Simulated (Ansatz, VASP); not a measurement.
**One calculation of Os, two programs**

```xyz
1
Lattice="0.0000 -1.9279 -1.9279 1.9279 0.0000 -1.9279 1.9279 -1.9279 0.0000" Properties=species:S:1:pos:R:3 pbc="T T T"
Os    0.0000    0.0000    0.0000
```

Alike in both runs: functional PBE; k mesh 18 × 18 × 18; occupations gaussian, width 0.1 eV; no spin polarisation.

Ansatz relaxed the structure, and its values are those at the end. VASP's run is a single point on that final structure, the one shown.

```csv
,VASP,Ansatz
version,VASP 6.6.1,Ansatz 0.2.0
potentials or method,"VASP PAW PBE potentials, release 64 (Os), cutoff 520 eV","scalar-relativistic, plane waves, PAW"
valence electrons in the cell,8,16
```

```tsv
	VASP	Ansatz	Ansatz less VASP
gap on the k mesh at the Fermi level (eV)	none	none	-
pressure (GPa)	-0.1	0.0	+0.09
```

A gap of «none» marks a metal or a gap that the smearing closes. The functional is the same, so the differences come from potentials, cutoffs and numerics. VASP's potentials hold 8 valence electrons a cell and Ansatz's 16, so a difference there can come from the potentials and not from the codes.

Neither program's run includes spin-orbit coupling.
